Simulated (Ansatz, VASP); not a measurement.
One calculation of C, two programs

```
C
1.0
     3.56028    0.00000    0.00000
     0.00000   -3.56028    0.00000
     0.00000    0.00000   -3.56028
C
8
Direct
  0.47405 0.02595 0.02595
  0.00000 0.50000 0.00000
  0.00000 0.00000 0.50000
  0.50000 0.50000 0.50000
  0.75000 0.75000 0.75000
  0.25000 0.25000 0.75000
  0.25000 0.75000 0.25000
  0.75000 0.25000 0.25000
```

Alike in both runs: task single point; functional r2SCAN; k mesh 6 × 6 × 6; occupations gaussian, width 0.05 eV; no spin polarisation.

|  | VASP | Ansatz |
| --- | --- | --- |
| version | VASP 6.6.1 | Ansatz 0.2.0 |
| potentials or method | VASP PAW PBE potentials, release 64 (C), cutoff 520 eV | scalar-relativistic, plane waves, PAW |
| valence electrons in the cell | 32 | 32 |

|  | VASP | Ansatz | Ansatz less VASP |
| --- | --- | --- | --- |
| gap on the k mesh at the Fermi level (eV) | 3.02 | 3.05 | +0.025 |
| least direct gap on the mesh (eV) | 3.02 | 3.05 | +0.025 |
| pressure (GPa) | 3.4 | 2.3 | -1.12 |
| traceless stress, the component that is largest in VASP (GPa) | 0.41 | 0.50 | +0.085 |
| rms of the force components (eV/Å) | 1.409 | 1.406 | -0.0031 |

VASP's potentials were made for PBE, not for r2SCAN. Atom by atom the forces differ by 0.008 eV/Å (rms over components).
